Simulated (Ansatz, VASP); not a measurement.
## Al12H in VASP and in Ansatz

```
CELL_PARAMETERS angstrom
5.63146 0.00000 0.00000
-2.81573 4.87699 0.00000
0.00000 0.00000 21.66843
ATOMIC_POSITIONS crystal
Al 0.33333 0.16667 0.18460
Al 0.33333 0.66667 0.18460
Al 0.83333 0.16667 0.18460
Al 0.83333 0.66667 0.18460
Al 0.16667 0.33333 0.29005
Al 0.16667 0.83333 0.29005
Al 0.66667 0.33333 0.29005
Al 0.66667 0.83333 0.29005
Al 0.00000 0.00000 0.39543
Al 0.00000 0.50000 0.39543
Al 0.50000 0.00000 0.39543
Al 0.50000 0.50000 0.39543
H 0.16667 0.08333 0.49696
```

Alike in both runs: task single point; functional PBE; dispersion D3(BJ); k mesh 6 × 6 × 1; occupations gaussian, width 0.1 eV; no spin polarisation.

```csv
,VASP,Ansatz
version,VASP 6.6.1,Ansatz 0.2.0
potentials or method,"VASP PAW PBE potentials, release 64 (Al, H), cutoff 520 eV","scalar-relativistic, plane waves, PAW"
valence electrons in the cell,37,37
```

|  | VASP | Ansatz | Ansatz less VASP |
| --- | --- | --- | --- |
| gap on the k mesh at the Fermi level (eV) | none | none | - |
| rms of the force components (eV/Å) | 0.384 | 0.383 | -0.0003 |

Atom by atom the forces differ by 0.001 eV/Å (rms over components). A gap of «none» marks a metal or a gap that the smearing closes.
